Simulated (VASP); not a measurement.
# Li2S (Fm-3m) in VASP: further runs

Li2S is run at these levels: LDA; tasks: single point.

All numbers are computed with VASP 6.6.1; they aren't measurements. Logs are shortened: lines on timing, memory, paths and dates and some standing lists are left out, and cuts for length are marked.

## Step 1: The cell of the first run

The structure is cubic, space group Fm-3m (No. 225). The conventional cell has a = 5.727 Å, b = 5.727 Å, c = 5.727 Å, α = 90.00°, β = 90.00°, γ = 90.00°. Within 3.3 Å of Li (site symmetry -43m) lie 4 S at 2.48 Å and 6 Li at 2.86 Å. S (site symmetry m-3m) has 8 Li at 2.48 Å within 3.3 Å.

## Step 2: Single point, LDA (volume scaled by 1.01)

Input file INCAR:

```
SYSTEM = Li2S
PREC     = Accurate       ! precision mode
ENCUT    = 750            ! plane-wave cutoff, eV
EDIFF    = 1E-6           ! SCF threshold, eV
ISMEAR   = -1             ! smearing method
SIGMA    = 0.02           ! smearing width, eV
LREAL    = .False.        ! projectors in reciprocal space
LASPH    = .True.         ! aspherical terms in the spheres
NELM     = 120            ! most SCF steps
ALGO     = Normal         ! electronic algorithm
ISIF     = 2              ! what is computed and relaxed
LWAVE    = .False.        ! write WAVECAR
LCHARG   = .False.        ! write CHGCAR
NBANDS   = 13             ! bands
GGA_COMPAT= .False.
```

Input file KPOINTS:

```
regular mesh
0
Gamma
  7 7 7
  0 0 0
```

Input file POSCAR:

```
Li2S
1.0
    0.0000000000      2.8634817972      2.8634817972
    2.8634817972      0.0000000000      2.8634817972
    2.8634817972      2.8634817972      0.0000000000
Li S
2 1
Direct
    0.2500000000      0.2500000000      0.2500000000
    0.7500000000      0.7500000000      0.7500000000
    0.0000000000      0.0000000000      0.0000000000
```

Potentials or basis: VASP PAW LDA potentials, release 64 (Li_sv, S).

Started as:

```bash
> cat potpaw_LDA.64/Li_sv/POTCAR potpaw_LDA.64/S/POTCAR > POTCAR
> mpirun -np 1 vasp_std > vasp.out
```

OUTCAR:

```text
SYSTEM = Li2S
   PREC = Accurate
   ENCUT = 750
   EDIFF = 1E-6
   ISMEAR = -1
   LREAL = .False.
   LASPH = .True.
   NELM = 120
   ISIF = 2

 ion  position               nearest neighbor table
   1  0.250  0.250  0.250-   3 2.48   3 2.48   3 2.48   3 2.48
   2  0.750  0.750  0.750-   3 2.48   3 2.48   3 2.48   3 2.48
   3  0.000  0.000  0.000-   2 2.48   2 2.48   2 2.48   1 2.48   1 2.48   1 2.48   2 2.48   1 2.48

  LATTYP: Found a face centered cubic cell.
 ALAT       =     5.7269635944

  Lattice vectors:

 A1 = (   0.0000000000,   2.8634817972,   2.8634817972)
 A2 = (   2.8634817972,   0.0000000000,   2.8634817972)
 A3 = (   2.8634817972,   2.8634817972,   0.0000000000)

Analysis of symmetry for initial positions (statically):
=====================================================================
 Subroutine PRICEL returns:
 Original cell was already a primitive cell.

 Routine SETGRP: Setting up the symmetry group for a
 face centered cubic supercell.

 Subroutine GETGRP returns: Found 48 space group operations
 (whereof 48 operations were pure point group operations)
 out of a pool of 48 trial point group operations.

The static configuration has the point symmetry O_h .

Analysis of symmetry for dynamics (positions and initial velocities):
=====================================================================
 Subroutine PRICEL returns:
 Original cell was already a primitive cell.

 Routine SETGRP: Setting up the symmetry group for a
 face centered cubic supercell.

 Subroutine GETGRP returns: Found 48 space group operations
 (whereof 48 operations were pure point group operations)
 out of a pool of 48 trial point group operations.

The dynamic configuration has the point symmetry O_h .

 Subroutine INISYM returns: Found 48 space group operations
 (whereof 48 operations are pure point group operations),
 and found     1 'primitive' translations

----------------------------------------------------------------------------------------

                                     Primitive cell

  volume of cell :      46.9584

  direct lattice vectors                    reciprocal lattice vectors
     0.000000000  2.863481797  2.863481797    -0.174612599  0.174612599  0.174612599
     2.863481797  0.000000000  2.863481797     0.174612599 -0.174612599  0.174612599
     2.863481797  2.863481797  0.000000000     0.174612599  0.174612599 -0.174612599

  length of vectors
     4.049574793  4.049574793  4.049574793     0.302437894  0.302437894  0.302437894

  position of ions in fractional coordinates (direct lattice)
     0.250000000  0.250000000  0.250000000
     0.750000000  0.750000000  0.750000000
[... 86 lines left out ...]
   NUPDOWN=      -1.0000    fix difference up-down
   EMIN   =  10.00;   EMAX   =-10.00  energy-range for DOS
   EFERMI =   0.00;   METHOD = LEGACY
   ISMEAR =    -1;   SIGMA  =   0.02  broadening in eV -4-tet -1-fermi 0-gaus
   EFERMI_NEDOS =   21; number of points for ismear=-14 and -15
   IALGO  =     38    algorithm
   IMIX   =      4    mixing-type and parameters
     AMIX     =   0.40;   BMIX     =  1.00
     AMIX_MAG =   1.60;   BMIX_MAG =  1.00
  volume/ion in A,a.u.               =      15.65       105.63
  Fermi-wavevector in a.u.,A,eV,Ry     =   1.038877  1.963193 14.684299  1.079266
  Thomas-Fermi vector in A             =   2.173382
   LORBIT       =      0    0 simple, 1 ext, 2 COOP (PROOUT), +10 PAW based schemes
   GGA     = CA    functional components
   LHFCALC =     F    Hartree Fock is set to
   AEXX    =    0.0000 exact exchange contribution
   IVDW    =     0    specifies the selected vdW correction
   LEPSILON=     F    determine dielectric tensor
   LRPA    =     F    only Hartree local field effects (RPA)
 non-spin polarized calculation
  energy-cutoff  :      750.00
  volume of cell :       46.96
 maximum number of plane-waves:      2213
   NGX = 19   NGY = 19   NGZ = 19

 number of electron      12.0000001 magnetization

 Free energy of the ion-electron system (eV)
  ---------------------------------------------------
  ext. energy  EPLUGINS =         0.00000000
  ---------------------------------------------------
  free energy    TOTEN  =       -12.97156561 eV

  energy without entropy =      -12.97156561  energy(sigma->0) =      -12.97156561

 E-fermi :   1.8621     XC(G=0):  -8.7648

 val. band max:        1.2884202868   @ k =   0.0000   0.0000   0.0000
 cond. band min:       4.6130676444   @ k =   0.4286   0.4286   0.0000
 fundamental gap:      3.3246473576
 Fermi energy:         1.8621208604

 k-point     1 :       0.0000    0.0000    0.0000
  band No.  band energies     occupation
      1     -41.9359      2.00000
      2     -41.8905      2.00000
      3      -9.6467      2.00000
      4       1.2884      2.00000
      5       1.2884      2.00000
      6       1.2884      2.00000
      7       5.2761      0.00000
      8       7.2991      0.00000
      9       7.2991      0.00000
     10       7.2991      0.00000
     11      12.3698      0.00000
     12      12.3698      0.00000
     13      13.3446      0.00000
[... 290 lines left out ...]
  band No.  band energies     occupation
      1     -41.9130      2.00000
      2     -41.9112      2.00000
      3      -9.0991      2.00000
      4      -0.8029      2.00000
      5      -0.5804      2.00000
      6      -0.0740      2.00000
      7       6.3862      0.00000
      8       8.4881      0.00000
      9       9.8927      0.00000
     10      10.4127      0.00000
     11      11.9347      0.00000
     12      12.1643      0.00000
     13      14.5638      0.00000

------------------------ aborting loop because EDIFF is reached ----------------------------------------

  FORCE on cell =-STRESS in cart. coord.  units (eV):
  Direction    XX          YY          ZZ          XY          YZ          ZX
  --------------------------------------------------------------------------------------
  -------------------------------------------------------------------------------------
  Total       -0.9972975     -0.9972975     -0.9972975      0.0000000     -0.0000000      0.0000000
  in kB      -34.0268723    -34.0268723    -34.0268723      0.0000000     -0.0000000      0.0000000
  external PRESSURE =     -34.0268723 kB  Pullay stress =       0.0000000 kB

 VOLUME and BASIS-vectors are now :
 -----------------------------------------------------------------------------
  energy-cutoff  :      750.00
  volume of cell :       46.96
      direct lattice vectors                 reciprocal lattice vectors
     0.000000000  2.863481797  2.863481797    -0.174612599  0.174612599  0.174612599
     2.863481797  0.000000000  2.863481797     0.174612599 -0.174612599  0.174612599
     2.863481797  2.863481797  0.000000000     0.174612599  0.174612599 -0.174612599

 POSITION                                       TOTAL-FORCE (eV/Angst)
 -----------------------------------------------------------------------------------
      1.43174      1.43174      1.43174        -0.000000      0.000000     -0.000000
      4.29522      4.29522      4.29522         0.000000     -0.000000      0.000000
      0.00000      0.00000      0.00000        -0.000000     -0.000000     -0.000000
 -----------------------------------------------------------------------------------
    total drift:                                0.000000      0.000000      0.000000

  FREE ENERGIE OF THE ION-ELECTRON SYSTEM (eV)
  ---------------------------------------------------
  free  energy   TOTEN  =       -12.9715656137 eV

  energy  without entropy=      -12.9715656137  energy(sigma->0) =      -12.97156561
```

stdout:

```text
POSCAR found type information on POSCAR LiS
 POSCAR found :  2 types and       3 ions
 scaLAPACK will be used
 LDA part: xc-table for (Slater(with rela. corr.)+CA(PZ))
 , standard interpolation
 POSCAR, INCAR and KPOINTS ok, starting setup
 FFT: planning ... GRIDC
 FFT: planning ... GRID_SOFT
 FFT: planning ... GRID
 WAVECAR not read
 entering main loop
```

Run time: 7 s. Hardware: 1 thread of Intel Xeon 6975P-C (Granite Rapids), shared host; peak memory 0.17 GiB.

What came out:

- Free energy: -12.9716 eV
- Pressure: -3.4 GPa
- Band gap on the k mesh: 3.32 eV, indirect (least direct gap 3.99 eV)

Levels at points of the mesh, in eV from the valence-band top:
| k point | band 4 | band 5 | band 6 | band 7 | band 8 | band 9 |
| --- | --- | --- | --- | --- | --- | --- |
| (0.00, 0.00, 0.00) | 0.00 | 0.00 | 0.00 | 3.99 | 6.01 | 6.01 |

(Continued in part 2 of 2.)
